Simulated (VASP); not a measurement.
# As (R-3m) in VASP: further runs

Aim: see how the results for As move with the level of theory and the settings. Levels: LDA, PBEsol, r2SCAN. Tasks: electric field gradients.

Program: VASP 6.6.1. These are calculated values, not measurements. Logs are shortened: lines on timing, memory, paths and dates and some standing lists are left out, and cuts for length are marked.

## Step 1: The cell of the first run

The structure is trigonal, space group R-3m (No. 166). The conventional cell has a = 3.759 Å, b = 3.759 Å, c = 10.457 Å, α = 90.00°, β = 90.00°, γ = 120.00°. Within 3.3 Å of As (site symmetry 3m) lie 6 As at 2.52 to 3.10 Å.

## Step 2: Electric field gradients, LDA

INCAR reads:

```
  ALGO = Normal
  EDIFF = 1E-8
  ENCUT = 520
  GGA = CA
  ISIF = 2
  ISMEAR = -1
  LASPH = T
  LCHARG = F
  LEFG = T
  LREAL = F
  LWAVE = F
  NBANDS = 12
  NELM = 80
  PREC = Accurate
  SIGMA = 0.03
```

KPOINTS reads:

```
k-points
0
Gamma
  11 11 11
```

POSCAR reads:

```
As
1.0
    1.8797494575      1.0852738553      3.4857700000
   -1.8797494575      1.0852738553      3.4857700000
    0.0000000000     -2.1705477106      3.4857700000
As
2
Direct
    0.2275400000      0.2275400000      0.2275400000
    0.7724600000      0.7724600000      0.7724600000
```

Potentials or basis: VASP PAW LDA potentials, release 64 (As).

On the command line:

```
$ cat potpaw_LDA.64/As/POTCAR > POTCAR
$ mpirun -np 1 vasp_std > vasp.out
```

OUTCAR:

```text
EDIFF = 1E-8
   ENCUT = 520
   GGA = CA
   ISIF = 2
   ISMEAR = -1
   LASPH = T
   LREAL = F
   NELM = 80
   PREC = Accurate

 ion  position               nearest neighbor table
   1  0.228  0.228  0.228-   2 2.52   2 2.52   2 2.52
   2  0.772  0.772  0.772-   1 2.52   1 2.52   1 2.52

  LATTYP: Found a trigonal (rhomboedric) cell.
 ALAT       =     4.1063207202
 COS(alpha) =     0.5808936906

  Lattice vectors:

 A1 = (   1.8797494575,   1.0852738553,   3.4857700000)
 A2 = (  -1.8797494575,   1.0852738553,   3.4857700000)
 A3 = (   0.0000000000,  -2.1705477106,   3.4857700000)

Analysis of symmetry for initial positions (statically):
=====================================================================
 Subroutine PRICEL returns:
 Original cell was already a primitive cell.

 Routine SETGRP: Setting up the symmetry group for a
 trigonal (rhombohedral) supercell.

 Subroutine GETGRP returns: Found 12 space group operations
 (whereof 12 operations were pure point group operations)
 out of a pool of 12 trial point group operations.

The static configuration has the point symmetry D_3d.

Analysis of symmetry for dynamics (positions and initial velocities):
=====================================================================
 Subroutine PRICEL returns:
 Original cell was already a primitive cell.

 Routine SETGRP: Setting up the symmetry group for a
 trigonal (rhombohedral) supercell.

 Subroutine GETGRP returns: Found 12 space group operations
 (whereof 12 operations were pure point group operations)
 out of a pool of 12 trial point group operations.

The dynamic configuration has the point symmetry D_3d.

 Subroutine INISYM returns: Found 12 space group operations
 (whereof 12 operations are pure point group operations),
 and found     1 'primitive' translations

----------------------------------------------------------------------------------------

                                     Primitive cell

  volume of cell :      42.6667

  direct lattice vectors                    reciprocal lattice vectors
     1.879749457  1.085273855  3.485770000     0.265992895  0.153571070  0.095626887
[... 136 lines left out ...]

 val. band max:        5.4949368104   @ k =   0.4545   0.3636   0.3636
 cond. band min:       5.6368657404   @ k =   0.4545   0.0909   0.0909
 fundamental gap:      0.1419289300
 Fermi energy:         5.5720311539

 k-point     1 :       0.0000    0.0000    0.0000
  band No.  band energies     occupation
      1      -9.5545      2.00000
      2      -0.2916      2.00000
      3       3.0061      2.00000
      4       3.5386      2.00000
      5       3.5386      2.00000
      6       7.2730      0.00000
      7       8.4722      0.00000
      8       8.4722      0.00000
      9      12.3303      0.00000
     10      12.3303      0.00000
     11      12.7282      0.00000
     12      14.2781      0.00000
[... 331 lines left out ...]
 k-point    24 :      -0.1818    0.1818    0.0000
  band No.  band energies     occupation
      1      -8.3464      2.00000
      2      -3.0824      2.00000
      3       1.5407      2.00000
      4       3.6736      2.00000
      5       3.8211      2.00000
      6       6.2166      0.00000
      7       6.7452      0.00000
      8       9.1365      0.00000
      9      10.8036      0.00000
     10      13.1781      0.00000
     11      15.4928      0.00000
     12      15.6372      0.00000

 [... further k-points ...]

------------------------ aborting loop because EDIFF is reached ----------------------------------------

  FORCE on cell =-STRESS in cart. coord.  units (eV):
  Direction    XX          YY          ZZ          XY          YZ          ZX
  --------------------------------------------------------------------------------------
  -------------------------------------------------------------------------------------
  Total       -0.1978503     -0.1978503     -0.5138004      0.0000000      0.0000000      0.0000000
  in kB       -7.4294720     -7.4294720    -19.2937106      0.0000000      0.0000000      0.0000000
  external PRESSURE =     -11.3842182 kB  Pullay stress =       0.0000000 kB

 VOLUME and BASIS-vectors are now :
 -----------------------------------------------------------------------------
  energy-cutoff  :      520.00
  volume of cell :       42.67
      direct lattice vectors                 reciprocal lattice vectors
     1.879749457  1.085273855  3.485770000     0.265992895  0.153571070  0.095626887
    -1.879749457  1.085273855  3.485770000    -0.265992895  0.153571070  0.095626887
     0.000000000 -2.170547711  3.485770000     0.000000000 -0.307142139  0.095626887

 POSITION                                       TOTAL-FORCE (eV/Angst)
 -----------------------------------------------------------------------------------
      0.00000      0.00000      2.37946         0.000000      0.000000      0.134322
      0.00000      0.00000      8.07785         0.000000     -0.000000     -0.134322
 -----------------------------------------------------------------------------------
    total drift:                               -0.000000      0.000000     -0.000000

  FREE ENERGIE OF THE ION-ELECTRON SYSTEM (eV)
  ---------------------------------------------------
  free  energy   TOTEN  =       -10.7708385498 eV

  energy  without entropy=      -10.7706264275  energy(sigma->0) =      -10.77073249

 Electric field gradients (V/A^2)
---------------------------------------------------------------------
 ion       V_xx      V_yy      V_zz      V_xy      V_xz      V_yz
---------------------------------------------------------------------
   1      22.429    22.429   -44.858    -0.000     0.000    -0.000
   2      22.429    22.429   -44.858    -0.000     0.000    -0.000
---------------------------------------------------------------------

 Electric field gradients after diagonalization (V/A^2)
 (convention: |V_zz| > |V_xx| > |V_yy|)
----------------------------------------------------------------------
 ion       V_xx      V_yy      V_zz     asymmetry (V_yy - V_xx)/ V_zz
----------------------------------------------------------------------
   1      22.429    22.429   -44.858       0.000
   2      22.429    22.429   -44.858       0.000
----------------------------------------------------------------------

           NMR quadrupolar parameters

 Cq : quadrupolar parameter    Cq=e*Q*V_zz/h
 eta: asymmetry parameters     (V_yy - V_xx)/ V_zz
 Q  : nuclear electric quadrupole moment in mb (millibarn)
----------------------------------------------------------------------
 ion       Cq(MHz)       eta       Q (mb)
----------------------------------------------------------------------
   1      -0.108       0.000       1.000
   2      -0.108       0.000       1.000
----------------------------------------------------------------------
```

OSZICAR:

```text
N       E                     dE             d eps       ncg     rms          rms(c)
DAV:   1     0.275961957534E+02    0.27596E+02   -0.41916E+03  3504   0.693E+02
DAV:   2    -0.914690705961E+01   -0.36743E+02   -0.35116E+02  4712   0.111E+02
DAV:   3    -0.108094232570E+02   -0.16625E+01   -0.16570E+01  4504   0.243E+01
DAV:   4    -0.108181731474E+02   -0.87499E-02   -0.87493E-02  3944   0.198E+00
DAV:   5    -0.108181960921E+02   -0.22945E-04   -0.22945E-04  4440   0.111E-01    0.358E+00
DAV:   6    -0.107868584835E+02    0.31338E-01   -0.87457E-03  3904   0.484E-01    0.211E+00
DAV:   7    -0.107708623215E+02    0.15996E-01   -0.16851E-02  3912   0.689E-01    0.714E-02
DAV:   8    -0.107708342161E+02    0.28105E-04   -0.46648E-04  4084   0.135E-01    0.224E-02
DAV:   9    -0.107708387296E+02   -0.45136E-05   -0.28309E-05  4256   0.297E-02    0.958E-03
DAV:  10    -0.107708384431E+02    0.28657E-06   -0.16566E-06  4144   0.694E-03    0.287E-03
DAV:  11    -0.107708385551E+02   -0.11202E-06   -0.17186E-07  4208   0.254E-03    0.570E-04
DAV:  12    -0.107708385498E+02    0.53193E-08   -0.21427E-08  3896   0.692E-04
   1 F= -.10770839E+02 E0= -.10770732E+02  d E =-.212122E-03
```

It took 62 s on 1 thread of Intel Xeon Platinum 8488C (Sapphire Rapids), shared host; peak memory 0.19 GiB.

What came out:

```yaml
Free_energy: -10.7708 eV
Pressure: -1.1 GPa
Largest_force: 0.134 eV/Å
Band_gap_on_the_k_mesh: zero (band 5 reaches 5.75 eV, above the bottom of band 6 at 5.40 eV)
```

Forces in eV/Å, atoms in the order of the input:
```
As   0.000  0.000  0.134
As   0.000  0.000 -0.134
```

Electric field gradients, principal values (V/Å²):
| atom | least | middle | greatest (by size) |
| --- | --- | --- | --- |
| 1 As | 22.429 | 22.429 | -44.858 |
| 2 As | 22.429 | 22.429 | -44.858 |

Caveat: without QUAD_EFG the Cq values of the log hold for a quadrupole moment of 1 mb, not for the nuclei.

(Continued in part 2 of 2.)
